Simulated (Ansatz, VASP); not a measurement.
# One calculation of Al2Ru, two programs

INCAR

```
PREC = Accurate
ENCUT = 600
EDIFF = 1E-6
ISMEAR = -1
SIGMA = 0.15
LREAL = F
LASPH = T
NELM = 100
ALGO = Normal
ISIF = 3
LWAVE = F
LCHARG = F
GGA = PS
IBRION = 2
NSW = 80
EDIFFG = -0.001
```

KPOINTS

```
Automatic mesh
0
Gamma
  18 18 18
```

Contents of POSCAR:

```
Al2Ru
1.0
   -1.5606788816      1.5606788816      4.2115520757
    1.5606788816     -1.5606788816      4.2115520757
    1.5606788816      1.5606788816     -4.2115520757
Al Ru
2 1
Direct
    0.6590760825      0.6590760825      0.0000000000
    0.3409239175      0.3409239175      0.0000000000
    0.0000000000      0.0000000000      0.0000000000
```

Input for Ansatz:

```yaml
crystal:
  lattice:
    - [-1.5606788816, 1.5606788816, 4.2115520757]
    - [1.5606788816, -1.5606788816, 4.2115520757]
    - [1.5606788816, 1.5606788816, -4.2115520757]
  atoms:
    - { symbol: Al, position: [0.6590760825, 0.6590760825, 0.0] }
    - { symbol: Al, position: [0.3409239175, 0.3409239175, 0.0] }
    - { symbol: Ru, position: [0.0, 0.0, 0.0] }
basis:
  ecutwfc: 420
kpoints:
  mp_grid: { grid: [18, 18, 18] }
hamiltonian:
  xc: pbesol
scf:
  occupations: { method: fermi_dirac, width: 0.15 }
output:
  forces: true
  stress: true
  eigenvalues: true
relax:
  adjacent_minimum: "off"
  f_tol: 0.001
  max_steps: 60
  cell: { stress_tol: 0.01 }
```

Alike in both runs: task relaxation of cell and atoms; functional PBEsol; k mesh 18 × 18 × 18; occupations fermi-dirac, width 0.15 eV; no spin polarisation.

```csv
,VASP,Ansatz
version,VASP 6.6.1,Ansatz 0.2.0
potentials or method,"VASP PAW PBE potentials, release 64 (Al, Ru_pv), cutoff 600 eV","scalar-relativistic, plane waves, PAW"
valence electrons in the cell,20,22
```

|  | VASP | Ansatz | Ansatz less VASP |
| --- | --- | --- | --- |
| gap on the k mesh at the Fermi level, each at its own relaxed structure (eV) | none | none | - |
| relaxed volume (Å³/atom) | 13.70 | 13.69 | -0.005 |
| relaxed cell length with the largest relative difference (Å) | 4.752 | 4.751 | -0.0007 |

VASP's potentials were made for PBE, not for PBEsol. A gap of «none» marks a metal or a gap that the smearing closes. VASP's potentials hold 20 valence electrons a cell and Ansatz's 22, so a difference there can come from the potentials and not from the codes.
